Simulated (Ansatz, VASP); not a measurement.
BiN in VASP and in Ansatz

INCAR

```
ALGO = Normal
EDIFF = 1E-6
ENCUT = 520
GGA = PS
ISIF = 2
ISMEAR = 0
LASPH = True
LCHARG = False
LREAL = False
LWAVE = False
NBANDS = 28
NELM = 100
PREC = Accurate
SIGMA = 0.05
```

The input KPOINTS:

```
k-points
0
Gamma
  8 8 6
```

The input POSCAR:

```
BiN
1.0
    4.0099453268      0.0000000000      0.0000000000
    0.0000000000      4.0099453268      0.0000000000
    0.0000000000      0.0000000000      4.8639239388
Bi N
2 2
Direct
    0.5000000000      0.0000000000      0.2254688995
    0.0000000000      0.5000000000      0.8156501646
    0.0000000000      0.0000000000      0.0000000000
    0.5000000000      0.5000000000      0.0000000000
```

Input for Ansatz:

```yaml
crystal:
  lattice:
    - [4.0099453268, 0.0, 0.0]
    - [0.0, 4.0099453268, 0.0]
    - [0.0, 0.0, 4.8639239388]
  atoms:
    - { symbol: Bi, position: [0.5, 0.0, 0.2254688995] }
    - { symbol: Bi, position: [0.0, 0.5, 0.8156501646] }
    - { symbol: "N", position: [0.0, 0.0, 0.0] }
    - { symbol: "N", position: [0.5, 0.5, 0.0] }
basis:
  ecutwfc: 420
  ecutrho_ratio: 4
kpoints:
  mp_grid: { grid: [8, 8, 6] }
hamiltonian:
  xc: pbesol
scf:
  occupations: { method: gaussian, width: 0.05 }
output:
  forces: true
  stress: true
  eigenvalues: true
```

Alike in both runs: task single point; functional PBEsol; k mesh 8 × 8 × 6; occupations gaussian, width 0.05 eV; no spin polarisation.

|  | VASP | Ansatz |
| --- | --- | --- |
| version | VASP 6.6.1 | Ansatz 0.2.0 |
| potentials or method | VASP PAW PBE potentials, release 64 (Bi_d, N), cutoff 520 eV | scalar-relativistic, plane waves, PAW |
| valence electrons in the cell | 40 | 40 |

|  | VASP | Ansatz | Ansatz less VASP |
| --- | --- | --- | --- |
| gap on the k mesh at the Fermi level (eV) | 0.10 | 0.09 | -0.007 |
| least direct gap on the mesh (eV) | 0.19 | 0.18 | -0.002 |
| pressure (GPa) | 6.4 | 6.3 | -0.14 |
| traceless stress, the component that is largest in VASP (GPa) | -1.65 | -1.54 | +0.116 |
| rms of the force components (eV/Å) | 0.916 | 0.906 | -0.0106 |

VASP's potentials were made for PBE, not for PBEsol. Atom by atom the forces differ by 0.015 eV/Å (rms over components).

Spin-orbit coupling is off throughout.
